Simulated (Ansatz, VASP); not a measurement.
# One calculation of AgCl, two programs

The input INCAR:

```
PREC     = Accurate       # precision mode
ENCUT    = 500            # plane-wave cutoff, eV
EDIFF    = 1E-6           # SCF threshold, eV
ISMEAR   = 0              # smearing method
SIGMA    = 0.2            # smearing width, eV
LREAL    = F              # projectors in reciprocal space
LASPH    = T              # aspherical terms in the spheres
NELM     = 120            # most SCF steps
ALGO     = Normal         # electronic algorithm
ISIF     = 2              # what is computed and relaxed
LWAVE    = F              # write WAVECAR
LCHARG   = F              # write CHGCAR
GGA      = RE             # functional
NBANDS   = 16             # bands
GGA_COMPAT= F
```

Contents of KPOINTS:

```
regular mesh
0
Gamma
  8 8 8
```

Contents of POSCAR:

```
AgCl
1.0
    3.4339730000      0.0000000000      0.0000000000
    0.0000000000      3.4339730000      0.0000000000
    0.0000000000      0.0000000000      3.4339730000
Ag Cl
1 1
Direct
    0.0000000000      0.0000000000      0.0000000000
    0.5000000000      0.5000000000      0.5000000000
```

Input for Ansatz:

```yaml
crystal:
  lattice:
    - [3.433973, 0.0, 0.0]
    - [0.0, 3.433973, 0.0]
    - [0.0, 0.0, 3.433973]
  atoms:
    - { symbol: Ag, position: [0.0, 0.0, 0.0] }
    - { symbol: Cl, position: [0.5, 0.5, 0.5] }
basis:
  xc_grid: 3
kpoints:
  mp_grid: { grid: [8, 8, 8] }
hamiltonian:
  xc: revpbe
scf:
  occupations: { method: gaussian, width: 0.2 }
  convergence: { dr2_threshold: "1e-6 eV" }
output:
  forces: true
  stress: true
  eigenvalues: true
```

Alike in both runs: task single point; functional revPBE; k mesh 8 × 8 × 8; occupations gaussian, width 0.2 eV; no spin polarisation.

|  | VASP | Ansatz |
| --- | --- | --- |
| version | VASP 6.6.1 | Ansatz 0.2.0 |
| potentials or method | VASP PAW PBE potentials, release 64 (Ag, Cl) | scalar-relativistic, plane waves, PAW |
| plane-wave cutoff (eV) | 500 | 420 |
| valence electrons in the cell | 18 | 26 |

```csv
,VASP,Ansatz,Ansatz less VASP
gap on the k mesh at the Fermi level (eV),0.69,0.69,+0.003
least direct gap on the mesh (eV),2.18,2.19,+0.001
pressure (GPa),2.1,2.3,+0.14
```

VASP's potentials were made for PBE, not for revPBE. The functional is the same, so the differences come from potentials, cutoffs and numerics. VASP's potentials hold 18 valence electrons a cell and Ansatz's 26, so a difference there can come from the potentials and not from the codes. Ansatz's warnings: force scf threshold loose, stress scf threshold loose.
